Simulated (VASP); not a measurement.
## LiY3: relaxation of cell and atoms with PBE

The system is LiY3.

```
Li Y
1.0
    -3.12944    3.12944    3.12944
     3.12944   -3.12944    3.12944
     3.12944    3.12944   -3.12944
Li Y
1 3
Direct
  0.00000 0.00000 0.00000
  0.00000 0.50000 0.50000
  0.50000 0.00000 0.50000
  0.50000 0.50000 0.00000
```

The cell was built from a structure type or drawn by symmetry, and may not be a known phase.

```yaml
Program: VASP 6.6.1
Task: relaxation of cell and atoms
Functional: PBE
Potentials_or_basis: VASP PAW PBE potentials, release 64 (Li_sv, Y_sv)
Cutoff: 600 eV
k_mesh: 10 × 10 × 10
Occupations: gaussian, width 0.1 eV
Spin: no spin polarisation
Dipole_correction: no
Further_INCAR_settings: ALGO = Fast; EDIFF = 1e-07; IBRION = 2; EDIFFG = -0.01; NSW = 100; ISIF = 3
```

The relaxed volume is 30.40 Å³/atom and the relaxed cell is a = 5.406 Å, b = 5.406 Å, c = 5.406 Å, α = 109.47°, β = 109.47°, γ = 109.47°. The space group after relaxing (to 0.1 Å) is Im-3m (No. 229) and the energy gained by relaxing is 0.3 meV/atom. The ionic steps are 22 and the pressure after relaxing is 0.0 GPa. The band gap on the k mesh is zero (bands 18 and 19 overlap by 1.47 eV).

The path:
| step | energy change (eV) | largest force (eV/Å) | pressure (GPa) | volume (Å³) |
| --- | --- | --- | --- | --- |
| 1 | 0.0000 | 0.0000 | 0.09 | 122.59 |
| 2 | -0.0004 | 0.0000 | -0.24 | 122.91 |
| 3 | -0.0007 | 0.0000 | -0.17 | 122.68 |
| 4 | -0.0008 | 0.0000 | -0.17 | 122.62 |
| 5 | -0.0008 | 0.0000 | -0.17 | 122.60 |
| 6 | -0.0008 | 0.0000 | -0.17 | 122.60 |
| 7 | -0.0008 | 0.0000 | -0.17 | 122.59 |
| 8 | -0.0008 | 0.0000 | -0.17 | 122.59 |
| 9 | -0.0008 | 0.0000 | -0.17 | 122.59 |
| 10 | -0.0008 | 0.0000 | -0.17 | 122.59 |
| 11 | -0.0008 | 0.0000 | -0.17 | 122.59 |
| 12 | -0.0008 | 0.0000 | -0.17 | 122.59 |
| 13 | -0.0008 | 0.0000 | -0.17 | 122.59 |
| 14 | -0.0008 | 0.0000 | -0.17 | 122.59 |
| 15 | -0.0008 | 0.0000 | -0.17 | 122.59 |
| 16 | -0.0008 | 0.0000 | -0.17 | 122.59 |
| 17 | -0.0008 | 0.0000 | -0.17 | 122.59 |
| 18 | -0.0008 | 0.0000 | -0.17 | 122.59 |
| 19 | -0.0008 | 0.0000 | -0.17 | 122.59 |
| 20 | -0.0009 | 0.0000 | -0.13 | 122.45 |
| 21 | -0.0011 | 0.0000 | -0.06 | 122.16 |
| 22 | -0.0012 | 0.0000 | 0.03 | 121.60 |

Final structure:
```xyz
4
Lattice="-3.1210 3.1210 3.1210 3.1210 -3.1210 3.1210 3.1210 3.1210 -3.1210" Properties=species:S:1:pos:R:3 pbc="T T T"
Li    0.0000    0.0000    6.2419
Y     3.1210    0.0000    0.0000
Y     0.0000    3.1210    0.0000
Y     3.1210    3.1210    0.0000
```

Levels at points of the mesh, in eV from the Fermi level:
| k point | band 14 | band 15 | band 16 | band 17 | band 18 | band 19 | band 20 | band 21 | band 22 |
| --- | --- | --- | --- | --- | --- | --- | --- | --- | --- |
| (0.00, 0.00, 0.00) | -4.24 | -1.32 | -1.32 | -1.32 | -0.43 | -0.43 | 0.29 | 2.77 | 2.77 |
| (0.50, 0.00, 0.00) | -2.46 | -1.84 | -1.10 | -0.11 | 0.32 | 0.33 | 0.80 | 1.12 | 1.15 |
| (0.50, 0.50, 0.50) | -1.37 | -1.37 | -1.32 | -0.06 | -0.01 | -0.01 | -0.01 | 0.01 | 0.01 |

Wall time 50 min on 1 thread of Intel(R) Xeon(R) 6975P-C (Granite Rapids) (shared host), peak memory 0.48 GiB.

Caveat: the cutoff is under 1.25 times the usual one of these potentials, so pressure, stress and relaxed cells hold a basis-set (Pulay) error.
